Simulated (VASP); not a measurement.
Set up this calculation in VASP 6.6.1, as the native input.

```
Task                   : single point
Functional             : r2SCAN
Potentials or basis    : VASP PAW PBE potentials, release 64 (O, H, C)
Cutoff                 : 580 eV
k mesh                 : 1 × 1 × 1
Occupations            : fermi-dirac, width 0.02 eV
Spin                   : no spin polarisation
Dipole correction      : no
Further INCAR settings : LREAL = Auto; ALGO = Normal; EDIFF = 1e-06; NBANDS = 54
```

System: H6CO.

```xyz
32
Lattice="7.1920 0.0000 0.0000 0.0000 7.1920 0.0000 0.0000 0.0000 7.1920" Properties=species:S:1:pos:R:3 pbc="T T T"
O     5.5755    5.5506    6.1528
O     6.5147    1.3961    5.6035
O     1.0948    5.5812    6.5365
O     2.2982    5.6916    1.8475
H     4.7591    5.7102    6.6539
H     5.7811    6.4736    5.8988
H     6.2887    1.2275    4.6941
H     5.9910    2.1279    5.8798
H     0.1853    5.4658    6.3926
H     1.5742    5.0164    5.9150
H     1.9362    5.9164    0.9828
H     2.3135    4.7068    1.7637
H     2.8080    2.3582    0.9051
H     1.1340    2.3497    0.5438
H     1.7343    1.2261    1.7925
H     2.0953    0.8534    0.0663
H     5.0945    3.7871    2.1731
H     6.1290    3.3818    0.7610
H     6.7354    2.8612    2.3475
H     6.5791    4.6445    1.9247
H     4.8013    8.2175    2.6627
H     5.0493    6.5507    3.1304
H     6.2130    7.4345    2.2287
H     4.7951    6.9226    1.3820
H     3.0247    3.6592    5.3857
H     3.2468    2.2586    4.3234
H     3.1524    3.8920    3.7205
H     1.6805    3.1420    4.3181
C     1.9589    1.6993    0.7580
C     6.1361    3.6288    1.8278
C     5.1461    7.2671    2.3897
C     2.7904    3.1801    4.4019
```

The input as run:

POSCAR

```
H6CO
1.0
    7.1919660000      0.0000000000      0.0000000000
    0.0000000000      7.1919660000      0.0000000000
    0.0000000000      0.0000000000      7.1919660000
O H C
4 24 4
Direct
    0.7752400387      0.7717778421      0.8555101623
    0.9058302000      0.1941193827      0.7791332718
    0.1522254137      0.7760325897      0.9088613600
    0.3195510101      0.7913830516      0.2568838618
    0.6617244853      0.7939692707      0.9251851302
    0.8038274931      0.9001154900      0.8201929764
    0.8744062472      0.1706765577      0.6526866228
    0.8330128368      0.2958718103      0.8175511397
    0.0257648604      0.7599869076      0.8888529228
    0.2188831260      0.6975005165      0.8224454899
    0.2692170680      0.8226401515      0.1366524814
    0.3216783839      0.6544524821      0.2452319713
    0.3904356611      0.3278936524      0.1258487596
    0.1576759401      0.3267117781      0.0756121483
    0.2411440766      0.1704818960      0.2492364397
    0.2913389746      0.1186601828      0.0092186198
    0.7083598560      0.5265736796      0.3021566009
    0.8522009142      0.4702191306      0.1058125136
    0.9365172194      0.3978328040      0.3264058812
    0.9147846361      0.6457900385      0.2676180616
    0.6675921438      1.1425943894      0.3702325623
    0.7020750654      0.9108357854      0.4352634593
    0.8638806135      1.0337229069      0.3098874494
    0.6667300707      0.9625462634      0.1921588617
    0.4205665043      0.5087899470      0.7488494801
    0.4514481854      0.3140448662      0.6011429976
    0.4383224281      0.5411593993      0.5173133466
    0.2336635073      0.4368763701      0.6004060642
    0.2723733677      0.2362775352      0.1053953815
    0.8531881269      0.5045630082      0.2541446942
    0.7155345284      1.0104469348      0.3322735397
    0.3879884860      0.4421739480      0.6120579547
```

INCAR.step1

```
SYSTEM = H6CO
  ALGO = Normal
  EDIFF = 1E-5
  ENCUT = 580
  GGA = PE
  GGA_COMPAT = .FALSE.
  ISMEAR = -1
  LASPH = .TRUE.
  LCHARG = .FALSE.
  LREAL = Auto
  LWAVE = .TRUE.
  NBANDS = 54
  NELM = 120
  PREC = Accurate
  SIGMA = 0.02
```

INCAR.step2

```
SYSTEM = H6CO
  ALGO = Normal
  EDIFF = 1E-6
  ENCUT = 580
  GGA_COMPAT = .FALSE.
  ISIF = 2
  ISMEAR = -1
  ISTART = 1
  LASPH = .TRUE.
  LCHARG = .FALSE.
  LMIXTAU = .TRUE.
  LREAL = Auto
  LWAVE = .FALSE.
  METAGGA = R2SCAN
  NBANDS = 54
  NELM = 120
  PREC = Accurate
  SIGMA = 0.02
```

KPOINTS

```
k-points
0
G
  1 1 1
  0 0 0
```

Potentials or basis: VASP PAW PBE potentials, release 64 (O, H, C).

Launch:

```sh
$ cat potpaw_PBE.64/O/POTCAR potpaw_PBE.64/H/POTCAR potpaw_PBE.64/C/POTCAR > POTCAR
$ cp INCAR.step1 INCAR
$ mpirun -np 1 vasp_gam > vasp.out
$ cp INCAR.step2 INCAR
$ mpirun -np 1 vasp_gam > vasp.out
```

It gave:

```json
{
 "Pressure": "0.5 GPa",
 "Largest force": "3.596 eV/Å",
 "Band gap on the k mesh": "5.20 eV"
}
```

Caveat: the k points lie up to 0.87 Å⁻¹ apart; the atoms stand as in a frame of molecular dynamics; the PAW data sets were made with another functional, which shifts forces and pressure a little.

It took 2.8 min on 1 thread of AMD EPYC 7R43 64-Core Processor (Zen 3) (shared host), peak memory 0.42 GiB.
